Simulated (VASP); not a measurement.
# SrCl2 (P-3m1) in VASP: further runs

SrCl2 is run at these levels: LDA; tasks: single point.

All numbers are computed with VASP 6.6.1; they aren't measurements. Logs are shortened: lines on timing, memory, paths and dates and some standing lists are left out, and cuts for length are marked.

### Step 1. The cell of the first run

Symmetry: P-3m1, No. 164, trigonal system. Conventional cell: a = 4.929 Å, b = 4.929 Å, c = 13.074 Å, α = 90.00°, β = 90.00°, γ = 120.00°. Sr (site symmetry 3m) has 8 Cl at 3.02 to 4.02 Å within 4.1 Å. Sr (site symmetry -3m) has 8 Cl at 3.02 Å within 4.0 Å. Cl (site symmetry 3m) has 4 Sr at 3.02 Å and 6 Cl at 3.49 Å within 4.0 Å. Within 4.2 Å of Cl (site symmetry 3m) lie 4 Sr at 3.02 to 4.02 Å and 6 Cl at 3.49 to 4.14 Å. Within 4.0 Å of Cl (site symmetry 3m) lie 4 Sr at 3.02 Å and 6 Cl at 3.49 Å.

### Step 2. Single point, LDA (the distance across one plane changed)

INCAR reads:

```
PREC = Accurate
ENCUT = 520
EDIFF = 1E-6
ISMEAR = 0
SIGMA = 0.05
LREAL = F
LASPH = T
NELM = 100
ALGO = Normal
ISIF = 2
LWAVE = F
LCHARG = F
NBANDS = 46
```

KPOINTS reads:

```
regular mesh
0
Gamma
  5 5 2
```

POSCAR reads:

```
SrCl2
1.0
    3.4855000000     -3.4855000000      0.0000000000
    3.4855000000      0.0000000000     -3.4855000000
    7.5483502692      7.5483502692      7.5483502692
Sr Cl
3 6
Direct
    0.6666666667      0.6666666667      0.1539342340
    0.0000000000      0.0000000000      0.7696096025
    0.3333333333      0.3333333333      0.4617719182
    0.6666666667      0.6666666667      0.3848124972
    1.0000000000      0.0000000000      0.0769748129
    0.3333333333      0.3333333333      0.6926501814
    0.6666666667      0.6666666667      0.8465690235
    1.0000000000      1.0000000000      0.5387313393
    0.3333333333      0.3333333333      0.2308936551
```

Potentials or basis: VASP PAW LDA potentials, release 64 (Sr_sv, Cl).

Started as:

```
cat potpaw_LDA.64/Sr_sv/POTCAR potpaw_LDA.64/Cl/POTCAR > POTCAR
mpirun -np 1 vasp_std > vasp.out
```

OUTCAR:

```text
PREC = Accurate
   ENCUT = 520
   EDIFF = 1E-6
   ISMEAR = 0
   LREAL = F
   LASPH = T
   NELM = 100
   ISIF = 2

 ion  position               nearest neighbor table
   1  0.667  0.667  0.154-   9 3.02   9 3.02   5 3.02   4 3.02   5 3.02   5 3.02   9 3.02   3 4.93
                             3 4.93   3 4.93
   2  0.000  0.000  0.770-   7 3.02   7 3.02   7 3.02   6 3.02   8 3.02   6 3.02   6 3.02   3 4.93
                             3 4.93   3 4.93
   3  0.333  0.333  0.462-   9 3.02   4 3.02   4 3.02   8 3.02   4 3.02   6 3.02   8 3.02   8 3.02
                             1 4.93   1 4.93   1 4.93   2 4.93   2 4.93   2 4.93
   4  0.667  0.667  0.385-   3 3.02   3 3.02   3 3.02   1 3.02
   5  0.000  0.000  0.077-   1 3.02   1 3.02   1 3.02
   6  0.333  0.333  0.693-   2 3.02   3 3.02   2 3.02   2 3.02
   7  0.667  0.667  0.847-   2 3.02   2 3.02   2 3.02
   8  0.000  0.000  0.539-   3 3.02   2 3.02   3 3.02   3 3.02
   9  0.333  0.333  0.231-   3 3.02   1 3.02   1 3.02   1 3.02

  LATTYP: Found a hexagonal cell.
 ALAT       =     4.9292413717
 C/A-ratio  =     2.6523607172

  Lattice vectors:

 A1 = (  -3.4855000000,   0.0000000000,   3.4855000000)
 A2 = (   3.4855000000,  -3.4855000000,   0.0000000000)
 A3 = (   7.5483502692,   7.5483502692,   7.5483502692)

Analysis of symmetry for initial positions (statically):
=====================================================================
 Subroutine PRICEL returns:
 Original cell was already a primitive cell.

 Routine SETGRP: Setting up the symmetry group for a
 hexagonal supercell.

 Subroutine GETGRP returns: Found 12 space group operations
 (whereof  6 operations were pure point group operations)
 out of a pool of 24 trial point group operations.

The static configuration has the point symmetry C_3v.
 The point group associated with its full space group is D_3d.

Analysis of symmetry for dynamics (positions and initial velocities):
=====================================================================
 Subroutine PRICEL returns:
 Original cell was already a primitive cell.

 Routine SETGRP: Setting up the symmetry group for a
 hexagonal supercell.

 Subroutine GETGRP returns: Found 12 space group operations
 (whereof  6 operations were pure point group operations)
 out of a pool of 24 trial point group operations.

The dynamic configuration has the point symmetry C_3v.
 The point group associated with its full space group is D_3d.

 Subroutine INISYM returns: Found 12 space group operations
 (whereof  6 operations are pure point group operations),
 and found     1 'primitive' translations
[... 102 lines left out ...]
   POTIM  = 0.5000    time-step for ionic-motion
   TEBEG  =    0.0;   TEEND  =   0.0 temperature during run
   PSTRESS=    0.0 pullay stress
   NELECT =      72.0000    total number of electrons
   NUPDOWN=      -1.0000    fix difference up-down
   EMIN   =  10.00;   EMAX   =-10.00  energy-range for DOS
   EFERMI =   0.00;   METHOD = LEGACY
   ISMEAR =     0;   SIGMA  =   0.05  broadening in eV -4-tet -1-fermi 0-gaus
   EFERMI_NEDOS =   21; number of points for ismear=-14 and -15
   IALGO  =     38    algorithm
   IMIX   =      4    mixing-type and parameters
     AMIX     =   0.40;   BMIX     =  1.00
     AMIX_MAG =   1.60;   BMIX_MAG =  1.00
  volume/ion in A,a.u.               =      30.57       206.28
  Fermi-wavevector in a.u.,A,eV,Ry     =   1.047172  1.978867 14.919717  1.096568
  Thomas-Fermi vector in A             =   2.182041
   LORBIT       =      0    0 simple, 1 ext, 2 COOP (PROOUT), +10 PAW based schemes
   GGA     = CA    functional components
   LHFCALC =     F    Hartree Fock is set to
   AEXX    =    0.0000 exact exchange contribution
   IVDW    =     0    specifies the selected vdW correction
   LEPSILON=     F    determine dielectric tensor
   LRPA    =     F    only Hartree local field effects (RPA)
 non-spin polarized calculation
 Gauss-broadening in eV      SIGMA  =   0.05
  energy-cutoff  :      520.00
  volume of cell :      275.11
 maximum number of plane-waves:      7442
 NGX is ok and might be reduce to    40
   NGX = 19   NGY = 19   NGZ = 49

 number of electron      72.0000000 magnetization

 Free energy of the ion-electron system (eV)
  ---------------------------------------------------
  ext. energy  EPLUGINS =         0.00000000
  ---------------------------------------------------
  free energy    TOTEN  =       -41.53811877 eV

  energy without entropy =      -41.53811877  energy(sigma->0) =      -41.53811877

 E-fermi :  -0.3660     XC(G=0):  -8.4230

 val. band max:       -0.6464054396   @ k =  -0.4000   0.2000   0.0000
 cond. band min:       4.0593336738   @ k =   0.0000   0.0000   0.0000
 fundamental gap:      4.7057391133
 Fermi energy:        -0.3660133272

 k-point     1 :       0.0000    0.0000    0.0000
  band No.  band energies     occupation
      1     -33.4078      2.00000
      2     -33.4077      2.00000
      3     -33.2497      2.00000
      4     -15.6842      2.00000
      5     -15.6411      2.00000
      6     -15.4820      2.00000
[... 479 lines left out ...]
     45       6.4811      0.00000
     46       6.6165      0.00000

------------------------ aborting loop because EDIFF is reached ----------------------------------------

  FORCE on cell =-STRESS in cart. coord.  units (eV):
  Direction    XX          YY          ZZ          XY          YZ          ZX
  --------------------------------------------------------------------------------------
  -------------------------------------------------------------------------------------
  Total       -5.5353540     -5.5353540     -5.5353540      0.3476601      0.3476601      0.3476601
  in kB      -32.2368436    -32.2368436    -32.2368436      2.0247058      2.0247058      2.0247058
  external PRESSURE =     -32.2368436 kB  Pullay stress =       0.0000000 kB

 VOLUME and BASIS-vectors are now :
 -----------------------------------------------------------------------------
  energy-cutoff  :      520.00
  volume of cell :      275.11
      direct lattice vectors                 reciprocal lattice vectors
     3.485500000 -3.485500000  0.000000000     0.095634294 -0.191268589  0.095634294
     3.485500000  0.000000000 -3.485500000     0.095634294  0.095634294 -0.191268589
     7.548350269  7.548350269  7.548350269     0.044159760  0.044159760  0.044159760

 POSITION                                       TOTAL-FORCE (eV/Angst)
 -----------------------------------------------------------------------------------
      5.80928     -1.16172     -1.16172         0.067356      0.067356      0.067356
      5.80928      5.80928      5.80928        -0.067356     -0.067356     -0.067356
      5.80928      2.32378      2.32378        -0.000000     -0.000000      0.000000
      7.55203      0.58103      0.58103        -0.024426     -0.024426     -0.024426
      0.58103      0.58103      0.58103        -0.070450     -0.070450     -0.070450
      7.55203      4.06653      4.06653        -0.008758     -0.008758     -0.008758
     11.03753      4.06653      4.06653         0.070450      0.070450      0.070450
      4.06653      4.06653      4.06653         0.024426      0.024426      0.024426
      4.06653      0.58103      0.58103         0.008758      0.008758      0.008758
 -----------------------------------------------------------------------------------
    total drift:                                0.000001      0.000001      0.000001

  FREE ENERGIE OF THE ION-ELECTRON SYSTEM (eV)
  ---------------------------------------------------
  free  energy   TOTEN  =       -41.5381187654 eV

  energy  without entropy=      -41.5381187654  energy(sigma->0) =      -41.53811877
```

OSZICAR:

```text
N       E                     dE             d eps       ncg     rms          rms(c)
DAV:   1     0.515703303453E+03    0.51570E+03   -0.33056E+04   920   0.137E+03
DAV:   2     0.480872085913E+01   -0.51089E+03   -0.49925E+03  1204   0.300E+02
DAV:   3    -0.408383057355E+02   -0.45647E+02   -0.45512E+02  1200   0.827E+01
DAV:   4    -0.425980526961E+02   -0.17597E+01   -0.17569E+01  1512   0.166E+01
DAV:   5    -0.426828113120E+02   -0.84759E-01   -0.84750E-01  1418   0.244E+00    0.229E+01
DAV:   6    -0.416507055410E+02    0.10321E+01   -0.24268E+00  1152   0.539E+00    0.152E+01
DAV:   7    -0.415816561333E+02    0.69049E-01   -0.18169E+00  1264   0.497E+00    0.173E+00
DAV:   8    -0.415351920467E+02    0.46464E-01   -0.43314E-01  1094   0.217E+00    0.682E-01
DAV:   9    -0.415370901886E+02   -0.18981E-02   -0.14611E-02  1328   0.460E-01    0.269E-01
DAV:  10    -0.415378403840E+02   -0.75020E-03   -0.17963E-03  1306   0.160E-01    0.919E-02
DAV:  11    -0.415380255466E+02   -0.18516E-03   -0.28842E-04  1264   0.826E-02    0.501E-02
DAV:  12    -0.415381084410E+02   -0.82894E-04   -0.10010E-04  1178   0.525E-02    0.188E-02
DAV:  13    -0.415381167171E+02   -0.82761E-05   -0.28507E-05  1344   0.252E-02    0.887E-03
DAV:  14    -0.415381189409E+02   -0.22238E-05   -0.61071E-06  1008   0.127E-02    0.561E-03
DAV:  15    -0.415381187654E+02    0.17553E-06   -0.22251E-06   936   0.879E-03
   1 F= -.41538119E+02 E0= -.41538119E+02  d E =-.881251E-16
```

Run time: 4.4 min. Hardware: 1 thread of Oxide Virtual Turin-like, shared host; peak memory 0.31 GiB.

What came out:

```
Free energy            : -41.5381 eV
Pressure               : -3.2 GPa
Largest force          : 0.122 eV/Å
Band gap on the k mesh : 4.71 eV (least direct gap 4.90 eV)
```

Forces on the atoms (eV/Å):
```
Sr   0.067  0.067  0.067
Sr  -0.067 -0.067 -0.067
Sr   0.000  0.000  0.000
Cl  -0.024 -0.024 -0.024
Cl  -0.070 -0.070 -0.070
Cl  -0.009 -0.009 -0.009
Cl   0.070  0.070  0.070
Cl   0.024  0.024  0.024
Cl   0.009  0.009  0.009
```

Caveat: the cell differs from its parent crystal (the distance across one plane changed); the cell stands under tension. A k mesh can miss the band edges.

### Step 3. Single point, LDA (the distance across one plane changed)

INCAR reads:

```
SYSTEM = SrCl2
  ALGO = Normal
  EDIFF = 1E-6
  ENCUT = 520
  ISIF = 2
  ISMEAR = 0
  LASPH = .TRUE.
  LCHARG = .FALSE.
  LREAL = .FALSE.
  LWAVE = .FALSE.
  NBANDS = 46
  NELM = 100
  PREC = Accurate
  SIGMA = 0.05
```

KPOINTS reads:

```
k-points
0
G
  5 5 2
  0 0 0
```

POSCAR reads:

```
SrCl2
1.0
    3.4855000000     -3.4855000000      0.0000000000
    3.4855000000      0.0000000000     -3.4855000000
    7.8370254038      7.8370254038      7.8370254038
Sr Cl
3 6
Direct
    0.6666666667      0.6666666667      0.1482640998
    0.0000000000      0.0000000000      0.7412611993
    0.3333333333      0.3333333333      0.4447626496
    0.6666666667      0.6666666667      0.3706380121
    1.0000000000      0.0000000000      0.0741394624
    0.3333333333      0.3333333333      0.6671365619
    0.6666666667      0.6666666667      0.8153858368
    1.0000000000      1.0000000000      0.5188872870
    0.3333333333      0.3333333333      0.2223887372
```

Potentials or basis: VASP PAW LDA potentials, release 64 (Sr_sv, Cl).

Started as:

```
cat potpaw_LDA.64/Sr_sv/POTCAR potpaw_LDA.64/Cl/POTCAR > POTCAR
mpirun -np 1 vasp_std > vasp.out
```

OUTCAR:

```text
SYSTEM = SrCl2
   EDIFF = 1E-6
   ENCUT = 520
   ISIF = 2
   ISMEAR = 0
   LASPH = .TRUE.
   LREAL = .FALSE.
   NELM = 100
   PREC = Accurate

 ion  position               nearest neighbor table
   1  0.667  0.667  0.148-   9 3.02   9 3.02   5 3.02   4 3.02   5 3.02   5 3.02   9 3.02   3 4.93
                             3 4.93   3 4.93
   2  0.000  0.000  0.741-   6 3.02   8 3.02   6 3.02   6 3.02   7 3.02   7 3.02   7 3.02   3 4.93
                             3 4.93   3 4.93
   3  0.333  0.333  0.445-   8 3.02   6 3.02   8 3.02   8 3.02   4 3.02   4 3.02   4 3.02   9 3.02
                             2 4.93   2 4.93   2 4.93   1 4.93   1 4.93   1 4.93
   4  0.667  0.667  0.371-   1 3.02   3 3.02   3 3.02   3 3.02
   5  0.000  0.000  0.074-   1 3.02   1 3.02   1 3.02
   6  0.333  0.333  0.667-   2 3.02   3 3.02   2 3.02   2 3.02
   7  0.667  0.667  0.815-   2 3.02   2 3.02   2 3.02
   8  0.000  0.000  0.519-   3 3.02   2 3.02   3 3.02   3 3.02
   9  0.333  0.333  0.222-   1 3.02   1 3.02   1 3.02   3 3.02

  LATTYP: Found a hexagonal cell.
 ALAT       =     4.9292413717
 C/A-ratio  =     2.7537962044

  Lattice vectors:

[... 188 lines left out ...]
  band No.  band energies     occupation
      1     -33.6630      2.00000
      2     -33.6629      2.00000
      3     -33.4804      2.00000
      4     -15.9402      2.00000
      5     -15.8981      2.00000
      6     -15.7321      2.00000
[... 479 lines left out ...]
     45       6.2303      0.00000
     46       6.3748      0.00000

------------------------ aborting loop because EDIFF is reached ----------------------------------------

  FORCE on cell =-STRESS in cart. coord.  units (eV):
  Direction    XX          YY          ZZ          XY          YZ          ZX
  --------------------------------------------------------------------------------------
  -------------------------------------------------------------------------------------
  Total       -5.5049418     -5.5049418     -5.5049418      0.6507774      0.6507774      0.6507774
  in kB      -30.8788152    -30.8788152    -30.8788152      3.6503992      3.6503992      3.6503992
  external PRESSURE =     -30.8788152 kB  Pullay stress =       0.0000000 kB

 VOLUME and BASIS-vectors are now :
 -----------------------------------------------------------------------------
  energy-cutoff  :      520.00
  volume of cell :      285.63
      direct lattice vectors                 reciprocal lattice vectors
     3.485500000 -3.485500000  0.000000000     0.095634294 -0.191268589  0.095634294
     3.485500000  0.000000000 -3.485500000     0.095634294  0.095634294 -0.191268589
     7.837025404  7.837025404  7.837025404     0.042533144  0.042533144  0.042533144

 POSITION                                       TOTAL-FORCE (eV/Angst)
 -----------------------------------------------------------------------------------
      5.80928     -1.16172     -1.16172         0.132479      0.132479      0.132479
      5.80928      5.80928      5.80928        -0.132479     -0.132479     -0.132479
      5.80928      2.32378      2.32378        -0.000000     -0.000000     -0.000000
      7.55203      0.58103      0.58103        -0.027018     -0.027018     -0.027018
      0.58103      0.58103      0.58103        -0.025804     -0.025804     -0.025804
      7.55203      4.06653      4.06653        -0.007636     -0.007636     -0.007636
     11.03753      4.06653      4.06653         0.025804      0.025804      0.025804
      4.06653      4.06653      4.06653         0.027018      0.027018      0.027018
      4.06653      0.58103      0.58103         0.007636      0.007636      0.007636
 -----------------------------------------------------------------------------------
    total drift:                               -0.000037     -0.000037     -0.000037

  FREE ENERGIE OF THE ION-ELECTRON SYSTEM (eV)
  ---------------------------------------------------
  free  energy   TOTEN  =       -41.3940911166 eV

  energy  without entropy=      -41.3940911166  energy(sigma->0) =      -41.39409112
```

Wall time 4.2 min (1 thread of Oxide Virtual Turin-like, shared host); peak memory 0.33 GiB.

What came out:

```yaml
Free_energy: -41.3941 eV
Pressure: -3.1 GPa
Largest_force: 0.229 eV/Å
Band_gap_on_the_k_mesh: 4.64 eV (least direct gap 4.86 eV)
```

Forces in eV/Å, atoms in the order of the input:
```
Sr   0.132  0.132  0.132
Sr  -0.132 -0.132 -0.132
Sr   0.000  0.000  0.000
Cl  -0.027 -0.027 -0.027
Cl  -0.026 -0.026 -0.026
Cl  -0.008 -0.008 -0.008
Cl   0.026  0.026  0.026
Cl   0.027  0.027  0.027
Cl   0.008  0.008  0.008
```

Caveat: the cell differs from its parent crystal (the distance across one plane changed); the cell stands under tension. A k mesh can miss the band edges.
